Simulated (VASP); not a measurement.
Wanted: the native input for a VASP 6.6.1 run.

| Property | Result |
| --- | --- |
| Task | single point |
| Functional | r2SCAN |
| Potentials or basis | VASP PAW PBE potentials, release 64 (O, H, F) |
| Cutoff | 520 eV |
| k mesh | 1 × 1 × 1 |
| Occupations | fermi-dirac, width 0.05 eV |
| Spin | no spin polarisation |
| Dipole correction | no |
| Further INCAR settings | LREAL = Auto; ALGO = Normal; EDIFF = 1e-06; NBANDS = 44 |

H13O6F:

```xyz
20
Lattice="5.9814 0.0000 0.0000 0.0000 5.9814 0.0000 0.0000 0.0000 5.9814" Properties=species:S:1:pos:R:3 pbc="T T T"
O     5.0962    4.3224    4.2895
O     2.1287    2.7483   -0.1429
O     1.0000    5.7534    5.4754
O     4.3757    2.7910    2.0329
O     4.0584   -0.2765    1.7054
O     2.9955    0.6594    4.0667
H     5.0795    3.7440    3.5282
H     4.4101    3.9418    4.8268
H     1.5767    3.6024    0.1542
H     2.5475    2.2663    0.5309
H     1.6419    6.1672    4.9122
H     0.2415    5.3229    4.9773
H     4.9884    2.2012    1.4605
H     4.2340    3.4178    1.4258
H     5.0532   -0.1800    1.7322
H     3.5123    0.0538    2.3744
H     3.0120    1.6420    3.8205
H     3.9075    0.5945    4.4798
H     0.9907    6.2366    0.7464
F     1.0671    6.7925    1.6855
```

One way to write it, as run:

POSCAR

```
H13O6F
1.0
    5.9814240000      0.0000000000      0.0000000000
    0.0000000000      5.9814240000      0.0000000000
    0.0000000000      0.0000000000      5.9814240000
O H F
6 13 1
Direct
    0.8520044725      0.7226372850      0.7171369226
    0.3558851538      0.4594725269     -0.0238906321
    0.1671842692      0.9618779742      0.9154007474
    0.7315482066      0.4666112952      0.3398689008
    0.6785006380     -0.0462264504      0.2851160526
    0.5008004783      0.1102413071      0.6798882674
    0.8492124952      0.6259379038      0.5898595385
    0.7372993454      0.6590069522      0.8069650304
    0.2635994372      0.6022646112      0.0257798143
    0.4259019257      0.3788897092      0.0887581285
    0.2744998515      1.0310588248      0.8212425670
    0.0403750010      0.8899051463      0.8321262629
    0.8339820083      0.3680060133      0.2441726251
    0.7078581956      0.5714023951      0.2383713310
    0.8448155489     -0.0300931684      0.2895965910
    0.5872013086      0.0089945137      0.3969623287
    0.5035590187      0.2745165700      0.6387275003
    0.6532725318      0.0993910480      0.7489520890
    0.1656294555      1.0426614131      0.1247863385
    0.1784023336      1.1355991483      0.2817890857
```

INCAR.step1

```
SYSTEM = H13O6F
PREC = Accurate ; ENCUT = 520
ISMEAR = -1 ; SIGMA = 0.05
LREAL = Auto ; LASPH = .TRUE.
NELM = 60 ; NBANDS = 44
GGA = PE ; ALGO = Normal
EDIFF = 1E-4 ; LWAVE = .TRUE.
LCHARG = .FALSE.
```

INCAR.step2

```
SYSTEM = H13O6F
PREC = Accurate ; ENCUT = 520
EDIFF = 1E-6 ; ISMEAR = -1
SIGMA = 0.05 ; LREAL = Auto
LASPH = .TRUE. ; NELM = 60
ALGO = Normal ; ISIF = 2
LWAVE = .FALSE. ; LCHARG = .TRUE.
METAGGA = R2SCAN ; LMIXTAU = .TRUE.
LELF = .TRUE. ; LVHAR = .TRUE.
NBANDS = 44 ; ISTART = 1
```

KPOINTS

```
Automatic mesh
0
G
  1 1 1
  0 0 0
```

Potentials or basis: VASP PAW PBE potentials, release 64 (O, H, F).

Launch:

```console
$ cat potpaw_PBE.64/O/POTCAR potpaw_PBE.64/H/POTCAR potpaw_PBE.64/F/POTCAR > POTCAR
$ cp INCAR.step1 INCAR
$ mpirun -np 1 vasp_gam > vasp.out
$ cp INCAR.step2 INCAR
$ mpirun -np 1 vasp_gam > vasp.out
```

Results of the run:

The pressure is -0.4 GPa and the largest force is 6.460 eV/Å.

Caveat: the k points lie up to 1.05 Å⁻¹ apart, too coarse for converged energies, forces and pressures; the atoms stand as in a frame of molecular dynamics; the PAW data sets were made with another functional, which shifts forces and pressure a little.

Run time: 110 s on 1 thread of Intel(R) Xeon(R) Platinum 8259CL CPU @ 2.50GHz (Skylake/Cascade Lake) (shared host), peak memory 0.33 GiB.
